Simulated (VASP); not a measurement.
Input of a VASP 6.6.1 run:

Contents of INCAR:

```
  PREC = Accurate
  ENCUT = 520
  EDIFF = 1E-6
  ISMEAR = 0
  SIGMA = 0.05
  LREAL = F
  LASPH = T
  NELM = 80
  ALGO = Fast
  ISIF = 2
  LWAVE = F
  LCHARG = F
  GGA = PE
  NBANDS = 8
```

KPOINTS

```
regular mesh
0
Gamma
  18 18 18
```

The input POSCAR:

```
Li
1.0
    0.0000000000      2.1900169895      2.1900169895
    2.1900169895      0.0000000000      2.1900169895
    2.1900169895      2.1900169895      0.0000000000
Li
1
Direct
    0.0000000000      0.0000000000      0.0000000000
```

Potentials or basis: VASP PAW PBE potentials, release 64 (Li_sv).

Command:

```console
$ cat potpaw_PBE.64/Li_sv/POTCAR > POTCAR
$ mpirun -np 1 vasp_std > vasp.out
```

Question: Estimate the band gap on the k mesh.

Answer: Zero (an odd number of electrons rules out a gap without spin polarisation).
